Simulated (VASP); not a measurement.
# Os (P4/mmm) in VASP: single point with PBE

Aim: the single point of Os with PBE.

Everything below comes from runs of VASP 6.6.1. Logs are shortened: lines on timing, memory, paths and dates and some standing lists are left out, and cuts for length are marked.

## 1. The cell of the first run

Symmetry: P4/mmm, No. 123, tetragonal system. Conventional cell: a = 2.108 Å, b = 2.108 Å, c = 6.291 Å, α = 90.00°, β = 90.00°, γ = 90.00°. Within 2.8 Å of Os (site symmetry 4/mmm) lie 4 Os at 2.11 Å.

The cell was generated, and may not be a known phase.

## 2. Single point, PBE

Input file INCAR:

```
SYSTEM = Os
PREC = Accurate
ENCUT = 560
EDIFF = 1E-6
ISMEAR = 0
SIGMA = 0.1
LREAL = .False.
LASPH = .True.
NELM = 120
ALGO = Normal
ISIF = 2
LWAVE = .False.
LCHARG = .False.
GGA = PE
NBANDS = 14
GGA_COMPAT = .False.
```

Input file KPOINTS:

```
regular mesh
0
Gamma
  8 8 4
  0 0 0
```

Input file POSCAR:

```
Os
1.0
    2.1075628400      0.0000000000      0.0000000000
    0.0000000000      2.1075628400      0.0000000000
    0.0000000000      0.0000000000      6.2909272500
Os
1
Direct
    0.0000000000      0.0000000000      0.5000000000
```

Potentials or basis: VASP PAW PBE potentials, release 64 (Os_sv_GW).

Started as:

```
> cat potpaw_PBE.64/Os_sv_GW/POTCAR > POTCAR
> mpirun -np 1 vasp_std > vasp.out
```

OUTCAR:

```text
SYSTEM = Os
   PREC = Accurate
   ENCUT = 560
   EDIFF = 1E-6
   ISMEAR = 0
   LREAL = .False.
   LASPH = .True.
   NELM = 120
   ISIF = 2
   GGA = PE

 ion  position               nearest neighbor table
   1  0.000  0.000  0.500-

  LATTYP: Found a simple tetragonal cell.
 ALAT       =     2.1075628400
 C/A-ratio  =     2.9849298586

  Lattice vectors:

 A1 = (   2.1075628400,   0.0000000000,   0.0000000000)
 A2 = (   0.0000000000,   2.1075628400,   0.0000000000)
 A3 = (   0.0000000000,   0.0000000000,   6.2909272500)

Analysis of symmetry for initial positions (statically):
=====================================================================
 Subroutine PRICEL returns:
 Original cell was already a primitive cell.

 Routine SETGRP: Setting up the symmetry group for a
 simple tetragonal supercell.

 Subroutine GETGRP returns: Found 16 space group operations
 (whereof 16 operations were pure point group operations)
 out of a pool of 16 trial point group operations.

The static configuration has the point symmetry D_4h.

Analysis of symmetry for dynamics (positions and initial velocities):
=====================================================================
 Subroutine PRICEL returns:
 Original cell was already a primitive cell.

 Routine SETGRP: Setting up the symmetry group for a
 simple tetragonal supercell.

 Subroutine GETGRP returns: Found 16 space group operations
 (whereof 16 operations were pure point group operations)
 out of a pool of 16 trial point group operations.

The dynamic configuration has the point symmetry D_4h.

 Subroutine INISYM returns: Found 16 space group operations
 (whereof 16 operations are pure point group operations),
 and found     1 'primitive' translations

----------------------------------------------------------------------------------------

                                     Primitive cell

  volume of cell :      27.9432

  direct lattice vectors                    reciprocal lattice vectors
     2.107562840  0.000000000  0.000000000     0.474481700  0.000000000  0.000000000
     0.000000000  2.107562840  0.000000000     0.000000000  0.474481700  0.000000000
     0.000000000  0.000000000  6.290927250     0.000000000  0.000000000  0.158959079

  length of vectors
     2.107562840  2.107562840  6.290927250     0.474481700  0.474481700  0.158959079

  position of ions in fractional coordinates (direct lattice)
     0.000000000  0.000000000  0.500000000

  ion indices of the primitive-cell ions
   primitive index   ion index
                 1           1

----------------------------------------------------------------------------------------

 KPOINTS: regular mesh

Automatic generation of k-mesh.
 Grid dimensions read from file:
 generate k-points for:    8    8    4

 Generating k-lattice:

  Cartesian coordinates                     Fractional coordinates (reciprocal lattice)
     0.059310213  0.000000000  0.000000000     0.125000000  0.000000000  0.000000000
     0.000000000  0.059310213  0.000000000     0.000000000  0.125000000  0.000000000
     0.000000000  0.000000000  0.039739770     0.000000000  0.000000000  0.250000000

  Length of vectors
     0.059310213  0.059310213  0.039739770

  Shift w.r.t. Gamma in fractional coordinates (k-lattice)
     0.000000000  0.000000000  0.000000000

 Subroutine IBZKPT returns following result:
 ===========================================

 Found     45 irreducible k-points:

 Following reciprocal coordinates:
            Coordinates               Weight
  0.000000  0.000000  0.000000      1.000000
  0.125000  0.000000  0.000000      4.000000
  0.250000  0.000000  0.000000      4.000000
  0.375000  0.000000  0.000000      4.000000
  0.500000  0.000000  0.000000      2.000000
  0.125000  0.125000  0.000000      4.000000
[... 16 lines left out ...]
  0.375000  0.125000  0.250000     16.000000
  0.500000  0.125000  0.250000      8.000000
 [... further k-points ...]
   k-points           NKPTS =     45   k-points in BZ     NKDIM =     45   number of bands    NBANDS=     14
   number of dos      NEDOS =    301   number of ions     NIONS =      1
   total plane-waves  NPLWV =  12800
   dimension x,y,z NGX =    16 NGY =   16 NGZ =   50
   dimension x,y,z NGXF=    32 NGYF=   32 NGZF=  100
   ions per type =               1
   NGX,Y,Z   is equivalent  to a cutoff of  12.62, 12.62, 13.21 a.u.
   NGXF,Y,Z  is equivalent  to a cutoff of  25.24, 25.24, 26.43 a.u.
 SYSTEM =  Os
   PREC   = accura    normal or accurate (medium, high low for compatibility)
   ISTART =      0    job   : 0-new  1-cont  2-samecut
   ICHARG =      2    charge: 1-file 2-atom 10-const
   ISPIN  =      1    spin polarized calculation?
   LNONCOLLINEAR =      F non collinear calculations
   LSORBIT =      F    spin-orbit coupling
   LASPH  =      T    aspherical Exc in radial PAW
   ENCUT  =  560.0 eV  41.16 Ry    6.42 a.u.   4.07  4.07 12.14*2*pi/ulx,y,z
   NELM   =    120;   NELMIN=  2; NELMDL= -5     # of ELM steps
   EDIFF  = 0.1E-05   stopping-criterion for ELM
   LREAL  =      F    real-space projection
   EDIFFG = 0.1E-04   stopping-criterion for IOM
   NSW    =      0    number of steps for IOM
   IBRION =     -1    ionic relax: 0-MD 1-quasi-New 2-CG
   NFREE  =      0    steps in history (QN), initial steepest desc. (CG)
   ISIF   =      2    stress and relaxation
   ISYM   =      2    0-nonsym 1-usesym 2-fastsym
   POTIM  = 0.5000    time-step for ionic-motion
   TEBEG  =    0.0;   TEEND  =   0.0 temperature during run
   PSTRESS=    0.0 pullay stress
   NELECT =      16.0000    total number of electrons
   NUPDOWN=      -1.0000    fix difference up-down
   EMIN   =  10.00;   EMAX   =-10.00  energy-range for DOS
   EFERMI =   0.00;   METHOD = LEGACY
   ISMEAR =     0;   SIGMA  =   0.10  broadening in eV -4-tet -1-fermi 0-gaus
   EFERMI_NEDOS =   21; number of points for ismear=-14 and -15
   IALGO  =     38    algorithm
   IMIX   =      4    mixing-type and parameters
     AMIX     =   0.40;   BMIX     =  1.00
     AMIX_MAG =   1.60;   BMIX_MAG =  1.00
  volume/ion in A,a.u.               =      27.94       188.57
  Fermi-wavevector in a.u.,A,eV,Ry     =   1.359428  2.568947 25.144176  1.848045
  Thomas-Fermi vector in A             =   2.486177
   LORBIT       =      0    0 simple, 1 ext, 2 COOP (PROOUT), +10 PAW based schemes
   GGA     = PE    functional components
   LHFCALC =     F    Hartree Fock is set to
   AEXX    =    0.0000 exact exchange contribution
   IVDW    =     0    specifies the selected vdW correction
   LEPSILON=     F    determine dielectric tensor
   LRPA    =     F    only Hartree local field effects (RPA)
 non-spin polarized calculation
 Gauss-broadening in eV      SIGMA  =   0.10
  energy-cutoff  :      560.00
  volume of cell :       27.94
 maximum number of plane-waves:       860
   NGX =  9   NGY =  9   NGZ = 25

 number of electron      16.0000001 magnetization

 Free energy of the ion-electron system (eV)
  ---------------------------------------------------
  ext. energy  EPLUGINS =         0.00000000
  ---------------------------------------------------
  free energy    TOTEN  =        -6.70100008 eV

  energy without entropy =       -6.69373680  energy(sigma->0) =       -6.69736844

 E-fermi :   4.4129     XC(G=0):  -8.7048

 val. band max:        4.4005372879   @ k =   0.3750   0.2500   0.5000
 cond. band min:       4.9332334168   @ k =   0.3750   0.3750   0.0000
 fundamental gap:      0.5326961289
 Fermi energy:         4.4129303945

 k-point     1 :       0.0000    0.0000    0.0000
  band No.  band energies     occupation
      1     -83.1618      2.00000
      2     -42.2660      2.00000
      3     -40.2450      2.00000
      4     -40.2450      2.00000
      5      -6.0768      2.00000
      6      -6.0719      2.00000
      7      -0.7897      2.00000
      8       4.1469      1.99983
      9       7.2907      0.00000
     10       7.2907      0.00000
     11       9.3337      0.00000
     12      11.1195      0.00000
     13      16.4514      0.00000
     14      22.4287      0.00000

 k-point     2 :       0.1250    0.0000    0.0000
  band No.  band energies     occupation
      1     -83.0674      2.00000
      2     -42.1707      2.00000
      3     -41.1258      2.00000
      4     -40.1746      2.00000
      5      -5.7687      2.00000
      6      -4.0611      2.00000
      7      -0.3779      2.00000
      8       2.6336      2.00000
      9       7.4733      0.00000
     10       7.4883      0.00000
     11       9.5212      0.00000
     12       9.8132      0.00000
     13      17.7286      0.00000
     14      22.5726      0.00000

 k-point     3 :       0.2500    0.0000    0.0000
  band No.  band energies     occupation
      1     -82.8377      2.00000
      2     -43.0126      2.00000
      3     -41.9335      2.00000
      4     -40.0000      2.00000
      5      -4.9635      2.00000
      6      -0.3732      2.00000
      7       0.5671      2.00000
      8       1.1556      2.00000
      9       6.5756      0.00000
     10       7.9361      0.00000
     11       8.7622      0.00000
     12      11.2235      0.00000
     13      19.8392      0.00000
     14      20.3420      0.00000
[... 324 lines left out ...]
 k-point    23 :       0.3750    0.1250    0.2500
  band No.  band energies     occupation
      1     -82.5134      2.00000
      2     -44.5493      2.00000
      3     -41.5976      2.00000
      4     -40.6486      2.00000
      5      -2.4360      2.00000
      6      -2.1288      2.00000
      7       0.8168      2.00000
      8       3.0122      2.00000
      9       5.7633      0.00000
     10       8.1691      0.00000
     11      11.6788      0.00000
     12      15.5478      0.00000
     13      18.1593      0.00000
     14      19.7250      0.00000

 k-point    24 :       0.5000    0.1250    0.2500
  band No.  band energies     occupation
      1     -82.4169      2.00000
      2     -45.1711      2.00000
      3     -41.4928      2.00000
      4     -40.5625      2.00000
      5      -3.2871      2.00000
      6      -1.5584      2.00000
      7       0.0008      2.00000
      8       3.8558      2.00000
      9       6.1039      0.00000
     10       9.8218      0.00000
     11      13.8499      0.00000
     12      16.2447      0.00000
     13      17.7485      0.00000
     14      18.3509      0.00000

 [... further k-points ...]
[... 5 lines left out ...]
  --------------------------------------------------------------------------------------
  -------------------------------------------------------------------------------------
  Total       25.3038956     25.3038956     -0.1704956      0.0000000     -0.0000000      0.0000000
  in kB     1450.8490868   1450.8490868     -9.7757064      0.0000000     -0.0000000      0.0000000
  external PRESSURE =     963.9741557 kB  Pullay stress =       0.0000000 kB

 VOLUME and BASIS-vectors are now :
 -----------------------------------------------------------------------------
  energy-cutoff  :      560.00
  volume of cell :       27.94
      direct lattice vectors                 reciprocal lattice vectors
     2.107562840  0.000000000  0.000000000     0.474481700  0.000000000  0.000000000
     0.000000000  2.107562840  0.000000000     0.000000000  0.474481700  0.000000000
     0.000000000  0.000000000  6.290927250     0.000000000  0.000000000  0.158959079

 POSITION                                       TOTAL-FORCE (eV/Angst)
 -----------------------------------------------------------------------------------
      0.00000      0.00000      3.14546         0.000000      0.000000      0.000000
 -----------------------------------------------------------------------------------
    total drift:                               -0.000000     -0.000000     -0.000000

  FREE ENERGIE OF THE ION-ELECTRON SYSTEM (eV)
  ---------------------------------------------------
  free  energy   TOTEN  =        -6.7010000764 eV

  energy  without entropy=       -6.6937367972  energy(sigma->0) =       -6.69736844
```

Wall time 15 s (1 thread of Intel Xeon Platinum 8488C (Sapphire Rapids), shared host); peak memory 0.15 GiB.

What came out:

| Quantity | Value |
| --- | --- |
| Free energy | -6.7010 eV |
| Pressure | 96.4 GPa |
| Band gap on the k mesh | zero (bands 8 and 9 overlap by 3.83 eV) |

Levels at points of the mesh, in eV from the Fermi level:
| k point | band 4 | band 5 | band 6 | band 7 | band 8 | band 9 | band 10 | band 11 | band 12 | band 13 |
| --- | --- | --- | --- | --- | --- | --- | --- | --- | --- | --- |
| (0.00, 0.00, 0.00) | -44.66 | -10.49 | -10.48 | -5.20 | -0.27 | 2.88 | 2.88 | 4.92 | 6.71 | 12.04 |
| (0.50, 0.00, 0.00) | -44.16 | -8.02 | -8.02 | -0.96 | -0.94 | 2.61 | 4.24 | 8.23 | 11.02 | 11.98 |
| (0.50, 0.50, 0.00) | -45.37 | -12.29 | -5.30 | -5.30 | 1.73 | 11.02 | 12.26 | 12.56 | 12.56 | 17.16 |
| (0.00, 0.00, 0.50) | -44.66 | -10.49 | -10.48 | -5.11 | -0.80 | 2.88 | 2.88 | 6.64 | 6.71 | 9.95 |
| (0.50, 0.00, 0.50) | -44.16 | -8.02 | -8.02 | -0.96 | -0.91 | 2.66 | 4.24 | 7.64 | 11.04 | 12.50 |
| (0.50, 0.50, 0.50) | -45.37 | -12.29 | -5.30 | -5.30 | 1.74 | 10.96 | 12.26 | 12.68 | 12.68 | 16.40 |

Caveat: the k points lie up to 0.37 Å⁻¹ apart, too coarse for converged energies and pressures of a metal; spin-orbit coupling is left out, which moves the levels of the heavy elements.

The gap in the log of VASP goes by the Fermi energy; the results here count the filled bands.